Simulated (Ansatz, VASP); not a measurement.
Ti3AlB3 in VASP and in Ansatz

```xyz
7
Lattice="3.0845 0.0000 0.0000 -1.5422 2.6713 0.0000 0.0000 0.0000 10.3031" Properties=species:S:1:pos:R:3 pbc="T T T"
Ti    0.0000    1.7808    3.2348
Ti    1.5422    0.8904    5.7537
Ti    0.0000    1.7808    0.0610
Al    0.0000    0.0000    8.1005
B     0.0000    0.0000    4.5584
B     1.5422    0.8904    1.6048
B     0.0000    0.0000    1.5995
```

Alike in both runs: functional PBE; k mesh 6 × 6 × 2; occupations gaussian, width 0.2 eV; no spin polarisation.

Ansatz relaxed the structure, and its values are those at the end. VASP's run is a single point on that final structure, the one shown.

|  | VASP | Ansatz |
| --- | --- | --- |
| version | VASP 6.6.1 | Ansatz 0.2.0 |
| potentials or method | VASP PAW PBE potentials, release 64 (Ti_sv, Al, B), cutoff 500 eV | scalar-relativistic, plane waves, PAW |
| valence electrons in the cell | 48 | 48 |

Ansatz gave:

- gap on the k mesh at the Fermi level (eV): none
- pressure (GPa): 0.1
- rms of the force components (eV/Å): 0.008

Problem. Estimate VASP's values.

Solution. gap on the k mesh at the Fermi level (eV): none; pressure (GPa): 0.1; rms of the force components (eV/Å): 0.010.

A gap of «none» marks a metal or a gap that the smearing closes. With one functional, cell and mesh, what is left measures potentials, basis and numerics.

The k mesh is coarse, so the values compare programs but aren't converged.
